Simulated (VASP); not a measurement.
**AlRu: single point with PBE**

Crystal: AlRu.

```
CELL_PARAMETERS angstrom
3.00389 0.00000 0.00000
0.00000 3.00389 0.00000
0.00000 0.00000 6.00778
ATOMIC_POSITIONS crystal
Al 0.00000 0.00000 0.99750
Al 0.00000 0.00000 0.50250
Ru 0.50000 0.50000 0.25000
Ru 0.50000 0.50000 0.75000
```

This cell differs from its parent crystal: atoms displaced along a vibrational mode.

| Item | Value |
| --- | --- |
| Program | VASP 6.6.1 |
| Task | single point |
| Functional | PBE |
| Potentials or basis | VASP PAW PBE potentials, release 64 (Al, Ru_pv) |
| Cutoff | 520 eV |
| k mesh | 14 × 14 × 8 |
| Occupations | gaussian, width 0.15 eV |
| Spin | no spin polarisation |
| Dipole correction | no |
| Further INCAR settings | ALGO = Fast; EDIFF = 1e-06; NBANDS = 25 |

```json
{
 "Pressure": "0.1 GPa",
 "Largest force": "0.161 eV/Å",
 "Band gap on the k mesh": "zero (bands 17 and 18 overlap by 2.94 eV)"
}
```

Forces in eV/Å, atoms in the order of the input:
```
Al   0.000  0.000  0.161
Al   0.000  0.000 -0.161
Ru   0.000  0.000  0.000
Ru   0.000  0.000  0.000
```

Stress tensor (GPa, compression positive):
```
 0.12  0.00  0.00
 0.00  0.12  0.00
 0.00  0.00 -0.08
```

Levels at points of the mesh, in eV from the Fermi level:
```
           k point  band 15  band 16  band 17  band 18  band 19  band 20
(0.00, 0.00, 0.00)     0.17     0.17     0.17     0.42     2.24     6.01
(0.50, 0.00, 0.00)    -1.36    -1.15    -1.14     0.41     1.50     2.24
(0.50, 0.50, 0.00)    -1.15     1.50     1.59     1.59     2.49     4.10
(0.00, 0.00, 0.50)    -0.83    -0.83     0.27     0.32     3.04     3.06
(0.50, 0.00, 0.50)    -1.42    -1.33    -0.48    -0.44     2.08     2.10
(0.50, 0.50, 0.50)     1.54     1.56     1.82     1.82     1.92     1.92
```

Wall time 83 s on 1 thread of AMD EPYC 9R45 96-Core Processor (Zen 5), with other jobs on the host, peak memory 0.29 GiB.

Caveat: the cell differs from its parent crystal (atoms displaced along a vibrational mode).
